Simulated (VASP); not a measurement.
# TiCo in VASP: a series of runs

The runs below take TiCo through single point, with PBE.

Program: VASP 6.6.1. These are calculated values, not measurements. Logs are shortened: lines on timing, memory, paths and dates and some standing lists are left out, and cuts for length are marked.

## Step 1: The cell of the first run

The cell holds a disordered packing, 16 atoms: a = 6.212 Å, b = 6.332 Å, c = 6.284 Å, α = 92.24°, β = 88.95°, γ = 90.44°.

## Step 2: Single point, PBE

Input file INCAR:

```
ALGO     = Normal         # electronic algorithm
EDIFF    = 1E-6           # SCF threshold, eV
ENCUT    = 510            # plane-wave cutoff, eV
GGA      = PE             # functional
GGA_COMPAT= False        
ISIF     = 2              # what is computed and relaxed
ISMEAR   = -1             # smearing method
ISYM     = 0            
LASPH    = True           # aspherical terms in the spheres
LCHARG   = False          # write CHGCAR
LREAL    = Auto         
LWAVE    = False          # write WAVECAR
NBANDS   = 130            # bands
NELM     = 120            # most SCF steps
PREC     = Accurate       # precision mode
SIGMA    = 0.2396         # smearing width, eV
```

Input file KPOINTS:

```
Automatic mesh
0
Gamma
  1 1 1
  0.25 0.25 0.25
```

Input file POSCAR:

```
TiCo
1.0
    6.2119360000     -0.0237870000      0.0571590000
   -0.0237870000      6.3309150000     -0.1234120000
    0.0571590000     -0.1234120000      6.2827850000
Ti Co
8 8
Direct
    0.0225479776      0.3085122457      0.8801936233
    0.2023862297      0.5719308824      0.2562363569
    0.0263335217     -0.0348885982      0.1315095345
    0.2598692217      0.2088089417      0.4800112791
    0.5611851783      0.5390560689      0.8982857449
    0.5760087215      0.9405210220      0.1230927841
    0.7542498483      0.8175725691      0.6589480778
    0.7009361757      0.2208116602      0.5483962921
    0.3045430395      0.8314001747      0.4456104073
    0.8235213810      0.6419346694      0.0945185587
    0.9379701851      0.6824282155      0.4816592312
    0.4576861324      0.2788800838      0.1094798353
    0.2762866344      0.0291471723      0.8012287295
    0.9238913912      0.3155191521      0.3321097478
    0.1929294824      0.6573199841      0.8815247566
    0.5652882601      0.5389574088      0.3555815614
```

Potentials or basis: VASP PAW PBE potentials, release 64 (Ti_sv, Co_sv).

Run with:

```sh
> cat potpaw_PBE.64/Ti_sv/POTCAR potpaw_PBE.64/Co_sv/POTCAR > POTCAR
> mpirun -np 1 vasp_std > vasp.out
```

OUTCAR:

```text
EDIFF = 1E-6
   ENCUT = 510
   GGA = PE
   ISIF = 2
   ISMEAR = -1
   ISYM = 0
   LASPH = True
   LREAL = Auto
   NELM = 120
   PREC = Accurate

 ion  position               nearest neighbor table
   1  0.023  0.309  0.880-  13 2.41  15 2.44   3 2.74
   2  0.202  0.572  0.256-   9 2.09  11 2.25  16 2.36  14 2.42  15 2.44  12 2.58  10 2.63   4 2.77
                             3 2.87
   3  0.026  0.965  0.132-  10 2.40  14 2.59  13 2.61  15 2.66   1 2.74   6 2.80   2 2.87
   4  0.260  0.209  0.480-  13 2.36   9 2.41  14 2.41  12 2.66   2 2.77   8 2.78
   5  0.561  0.539  0.898-  10 2.14  12 2.24  15 2.42   7 2.63   6 2.86
   6  0.576  0.941  0.123-  12 2.28  10 2.45   9 2.72   3 2.80   5 2.86
   7  0.754  0.818  0.659-  11 1.78   5 2.63   8 2.70
   8  0.701  0.221  0.548-  14 2.03  16 2.55   7 2.70   4 2.78
   9  0.305  0.831  0.446-   2 2.09   4 2.41  11 2.47  16 2.51  13 2.52   6 2.72
  10  0.824  0.642  0.095-   5 2.14  16 2.38   3 2.40   6 2.45   2 2.63
  11  0.938  0.682  0.482-   7 1.78   2 2.25   9 2.47  14 2.47
  12  0.458  0.279  0.109-   5 2.24   6 2.28  16 2.32   2 2.58   4 2.66
  13  0.276  0.029  0.801-   4 2.36   1 2.41  15 2.48   9 2.52   3 2.61
  14  0.924  0.316  0.332-   8 2.03   4 2.41   2 2.42  11 2.47   3 2.59
  15  0.193  0.657  0.882-   5 2.42   2 2.44   1 2.44  13 2.48   3 2.66
  16  0.565  0.539  0.356-  12 2.32   2 2.36  10 2.38   9 2.51   8 2.55

IMPORTANT INFORMATION: All symmetrisations will be switched off!
NOSYMM: (Re-)initialisation of all symmetry stuff for point group C_1.

----------------------------------------------------------------------------------------

                                     Primitive cell

  volume of cell :     246.9661

  direct lattice vectors                    reciprocal lattice vectors
     6.211936000 -0.023787000  0.057159000     0.160995990  0.000576575 -0.001453370
    -0.023787000  6.330915000 -0.123412000     0.000576575  0.158017621  0.003098676
     0.057159000 -0.123412000  6.282785000    -0.001453370  0.003098676  0.159239173

  length of vectors
     6.212244509  6.332162433  6.284256919     0.161003583  0.158049052  0.159275950

  position of ions in fractional coordinates (direct lattice)
     0.022547978  0.308512246  0.880193623
     0.202386230  0.571930882  0.256236357
     0.026333522  0.965111402  0.131509534
     0.259869222  0.208808942  0.480011279
     0.561185178  0.539056069  0.898285745
     0.576008722  0.940521022  0.123092784
[... 8 lines left out ...]
     0.192929482  0.657319984  0.881524757
     0.565288260  0.538957409  0.355581561

  ion indices of the primitive-cell ions
   primitive index   ion index
                 1           1
                 2           2
                 3           3
                 4           4
                 5           5
                 6           6
[... 8 lines left out ...]
                15          15
                16          16

----------------------------------------------------------------------------------------

 KPOINTS: Automatic mesh

Automatic generation of k-mesh.
 Grid dimensions read from file:
 generate k-points for:    1    1    1

 Generating k-lattice:

  Cartesian coordinates                     Fractional coordinates (reciprocal lattice)
     0.160995990  0.000576575 -0.001453370     1.000000000 -0.000000000  0.000000000
     0.000576575  0.158017621  0.003098676     0.000000000  1.000000000  0.000000000
    -0.001453370  0.003098676  0.159239173     0.000000000  0.000000000  1.000000000

  Length of vectors
     0.161003583  0.158049052  0.159275950

  Shift w.r.t. Gamma in fractional coordinates (k-lattice)
     0.250000000  0.250000000  0.250000000

 Subroutine IBZKPT returns following result:
 ===========================================

 Found      1 irreducible k-points:

 Following reciprocal coordinates:
            Coordinates               Weight
  0.250000  0.250000  0.250000      2.000000
   k-points           NKPTS =      1   k-points in BZ     NKDIM =      1   number of bands    NBANDS=    130
   number of dos      NEDOS =    301   number of ions     NIONS =     16
   total plane-waves  NPLWV = 110592
   dimension x,y,z NGX =    48 NGY =   48 NGZ =   48
   dimension x,y,z NGXF=    96 NGYF=   96 NGZF=   96
   ions per type =               8   8
   NGX,Y,Z   is equivalent  to a cutoff of  12.85, 12.60, 12.70 a.u.
   NGXF,Y,Z  is equivalent  to a cutoff of  25.69, 25.20, 25.40 a.u.
 SYSTEM =  unknown system
   PREC   = accura    normal or accurate (medium, high low for compatibility)
   ISTART =      0    job   : 0-new  1-cont  2-samecut
   ICHARG =      2    charge: 1-file 2-atom 10-const
   ISPIN  =      1    spin polarized calculation?
   LNONCOLLINEAR =      F non collinear calculations
   LSORBIT =      F    spin-orbit coupling
   LASPH  =      T    aspherical Exc in radial PAW
   ENCUT  =  510.0 eV  37.48 Ry    6.12 a.u.  11.44 11.66 11.57*2*pi/ulx,y,z
   NELM   =    120;   NELMIN=  2; NELMDL= -5     # of ELM steps
   EDIFF  = 0.1E-05   stopping-criterion for ELM
   LREAL  =      T    real-space projection
   EDIFFG = 0.1E-04   stopping-criterion for IOM
   NSW    =      0    number of steps for IOM
   IBRION =     -1    ionic relax: 0-MD 1-quasi-New 2-CG
   NFREE  =      0    steps in history (QN), initial steepest desc. (CG)
   ISIF   =      2    stress and relaxation
   ISYM   =      0    0-nonsym 1-usesym 2-fastsym
   POTIM  = 0.5000    time-step for ionic-motion
   TEBEG  =    0.0;   TEEND  =   0.0 temperature during run
   PSTRESS=    0.0 pullay stress
   NELECT =     232.0000    total number of electrons
   NUPDOWN=      -1.0000    fix difference up-down
   EMIN   =  10.00;   EMAX   =-10.00  energy-range for DOS
   EFERMI =   0.00;   METHOD = LEGACY
   ISMEAR =    -1;   SIGMA  =   0.24  broadening in eV -4-tet -1-fermi 0-gaus
   EFERMI_NEDOS =   21; number of points for ismear=-14 and -15
   IALGO  =     38    algorithm
   IMIX   =      4    mixing-type and parameters
     AMIX     =   0.40;   BMIX     =  1.00
     AMIX_MAG =   1.60;   BMIX_MAG =  1.00
  volume/ion in A,a.u.               =      15.44       104.16
  Fermi-wavevector in a.u.,A,eV,Ry     =   1.603338  3.029869 34.976394  2.570692
  Thomas-Fermi vector in A             =   2.700017
   LORBIT       =      0    0 simple, 1 ext, 2 COOP (PROOUT), +10 PAW based schemes
   GGA     = PE    functional components
   LHFCALC =     F    Hartree Fock is set to
   AEXX    =    0.0000 exact exchange contribution
   IVDW    =     0    specifies the selected vdW correction
   LEPSILON=     F    determine dielectric tensor
   LRPA    =     F    only Hartree local field effects (RPA)
 non-spin polarized calculation
  energy-cutoff  :      510.00
  volume of cell :      246.97
 maximum number of plane-waves:      6468
 NGX is ok and might be reduce to    48
   NGX = 23   NGY = 23   NGZ = 23

 number of electron     232.0000016 magnetization

 Free energy of the ion-electron system (eV)
  ---------------------------------------------------
  ext. energy  EPLUGINS =         0.00000000
  ---------------------------------------------------
  free energy    TOTEN  =      -116.08725571 eV

  energy without entropy =     -112.12323940  energy(sigma->0) =     -114.10524755

 E-fermi :   8.5071     XC(G=0): -11.7995

 val. band max:        8.3854948359   @ k =   0.2500   0.2500   0.2500
 cond. band min:       8.5436828139   @ k =   0.2500   0.2500   0.2500
 fundamental gap:      0.1581879780
 Fermi energy:         8.5070920205

 k-point     1 :       0.2500    0.2500    0.2500
  band No.  band energies     occupation
      1     -86.8050      2.00000
      2     -86.4426      2.00000
      3     -86.4245      2.00000
      4     -86.2369      2.00000
      5     -86.2100      2.00000
      6     -86.1796      2.00000
[... 120 lines left out ...]
    127       9.5408      0.02639
    128       9.6382      0.01766
 [bands above 128 left out]

------------------------ aborting loop because EDIFF is reached ----------------------------------------

  FORCE on cell =-STRESS in cart. coord.  units (eV):
  Direction    XX          YY          ZZ          XY          YZ          ZX
  --------------------------------------------------------------------------------------
  -------------------------------------------------------------------------------------
  Total       -1.7374626      2.8964793     -6.2169480     -1.9419257      4.2870871     -7.0832157
  in kB      -11.2716826     18.7907326    -40.3320711    -12.5981244     27.8122159    -45.9519300
  external PRESSURE =     -10.9376737 kB  Pullay stress =       0.0000000 kB

 VOLUME and BASIS-vectors are now :
 -----------------------------------------------------------------------------
  energy-cutoff  :      510.00
  volume of cell :      246.97
      direct lattice vectors                 reciprocal lattice vectors
     6.211936000 -0.023787000  0.057159000     0.160995990  0.000576575 -0.001453370
    -0.023787000  6.330915000 -0.123412000     0.000576575  0.158017621  0.003098676
     0.057159000 -0.123412000  6.282785000    -0.001453370  0.003098676  0.159239173

 POSITION                                       TOTAL-FORCE (eV/Angst)
 -----------------------------------------------------------------------------------
      0.18304      1.84400      5.49328        -0.040926      0.726025      0.437210
      1.25825      3.58441      1.55086         1.203475     -0.943264     -2.397876
      0.14814      6.09318      0.70865         1.484546     -0.454992      0.581242
      1.63676      1.25653      3.00489        -0.024571     -0.343407     -0.101695
      3.52457      3.28851      5.60929        -1.799488     -1.095391     -1.126525
      3.56279      5.92547      0.69022        -1.334044     -0.142795      0.725357
[... 8 lines left out ...]
      1.23322      4.04806      5.46834        -0.360158      0.898641     -0.922379
      3.51904      3.35476      2.19984         0.643124      0.260481      1.079849
 -----------------------------------------------------------------------------------
    total drift:                               -0.009083      0.019414      0.014464

  FREE ENERGIE OF THE ION-ELECTRON SYSTEM (eV)
  ---------------------------------------------------
  free  energy   TOTEN  =      -116.0872557053 eV

  energy  without entropy=     -112.1232394015  energy(sigma->0) =     -114.10524755
```

Run time: 3.3 min. Hardware: 1 thread of Intel Xeon Platinum 8488C (Sapphire Rapids), shared host; peak memory 0.34 GiB.

Results:

| Property | Result |
| --- | --- |
| Free energy | -116.0873 eV |
| Pressure | -1.1 GPa |
| Largest force | 4.594 eV/Å |

Forces on the atoms (eV/Å):
```
Ti  -0.041  0.726  0.437
Ti   1.203 -0.943 -2.398
Ti   1.485 -0.455  0.581
Ti  -0.025 -0.343 -0.102
Ti  -1.799 -1.095 -1.127
Ti  -1.334 -0.143  0.725
Ti  -2.577  2.214  3.093
Ti  -1.337  0.222  0.628
Co   1.019  1.477  1.692
Co   1.397 -0.205  0.309
Co   1.985 -1.754 -1.809
Co  -0.892 -1.244 -0.462
Co   0.444 -0.001  0.370
Co   0.188  0.385 -2.095
Co  -0.360  0.899 -0.922
Co   0.643  0.260  1.080
```

Stress tensor (GPa, compression positive):
```
-1.13 -1.26 -4.60
-1.26  1.88  2.78
-4.60  2.78 -4.03
```

Caveat: the k points lie up to 1.01 Å⁻¹ apart, too coarse for converged energies, forces and pressures; atoms lie so close that the PAW spheres overlap strongly, which falsifies energies and pressures; the atoms stand as in a frame of molecular dynamics; the run has no spin polarisation, though such a crystal can be magnetic. Spin polarisation is off, so any magnetic state and its effect on volume and gap are missing.

## Step 3: Single point, PBE

Input file INCAR:

```
SYSTEM = TiCo
ALGO = Normal
EDIFF = 1E-6
ENCUT = 510
GGA = PE
GGA_COMPAT = .FALSE.
ISIF = 2
ISMEAR = -1
ISYM = 0
LASPH = .TRUE.
LCHARG = .FALSE.
LREAL = Auto
LWAVE = .FALSE.
NBANDS = 130
NELM = 120
PREC = Accurate
SIGMA = 0.2396
```

KPOINTS is that of step 2.

Input file POSCAR:

```
TiCo
1.0
    6.2119360000     -0.0237870000      0.0571590000
   -0.0237870000      6.3309150000     -0.1234120000
    0.0571590000     -0.1234120000      6.2827850000
Ti Co
8 8
Direct
   -0.0505037382      0.3370517885      0.8521744702
    0.2526360525      0.5357283626      0.2960755277
    0.1675155940     -0.0570926387      0.1873858583
    0.1462465169      0.2193995772      0.4964372067
    0.4664244839      0.4241760217      0.8230520468
    0.6650572808      0.8615653613      0.2759808740
    0.6540123271      0.7918300024      0.8841396982
    0.7745908021      0.0602420277      0.5693851936
    0.3693400438      0.8414408968      0.5450872179
    0.8388030180      0.6299406969      0.0775159582
    0.9509165126      0.6656817188      0.4227864992
    0.5661233862      0.1859749928      0.2636250483
    0.3605304683      0.1055283467      0.8569430441
    0.8686778881      0.2442142826      0.2115971203
    0.1652764395      0.7168050652      0.9362826057
    0.6881738358      0.4444357924      0.5120623070
```

Potentials or basis: VASP PAW PBE potentials, release 64 (Ti_sv, Co_sv).

Run with:

```sh
> cat potpaw_PBE.64/Ti_sv/POTCAR potpaw_PBE.64/Co_sv/POTCAR > POTCAR
> mpirun -np 1 vasp_std > vasp.out
```

Run time: 4.9 min. Hardware: 1 thread of AMD EPYC 9R45 (Zen 5), shared host; peak memory 0.31 GiB.

It converged, with:

* Free energy: -114.1782 eV
* Pressure: 0.4 GPa
* Largest force: 5.827 eV/Å

Forces in eV/Å, atoms in the order of the input:
```
Ti   0.161  0.108  0.590
Ti   1.960  0.125 -1.303
Ti  -0.346  1.034  0.109
Ti   1.486 -0.174  0.458
Ti  -0.318  0.019  0.116
Ti  -1.519 -0.869  1.295
Ti  -1.294  1.581 -3.213
Ti  -0.431  0.201  1.462
Co  -0.299 -0.030  0.413
Co   1.307 -3.366  0.464
Co   0.853  0.417  2.293
Co  -5.789  0.540 -0.393
Co  -0.426 -0.647  0.224
Co   4.106  1.316 -0.777
Co   1.207 -0.459 -2.133
Co  -0.658  0.205  0.395
```

Stress tensor (GPa, compression positive):
```
-2.78  2.87 -3.13
 2.87  1.68  2.06
-3.13  2.06  2.17
```

Levels at points of the mesh, in eV from the Fermi level:
```
           k point  band 113  band 114  band 115  band 116  band 117  band 118  band 119  band 120
(0.25, 0.25, 0.25)     -0.27     -0.25     -0.17     -0.07      0.05      0.15      0.21      0.33
```

Caveat: the k points lie up to 1.01 Å⁻¹ apart, too coarse for converged energies, forces and pressures; atoms lie so close that the PAW spheres overlap strongly, which falsifies energies and pressures; the atoms stand as in a frame of molecular dynamics; the run has no spin polarisation, though such a crystal can be magnetic.
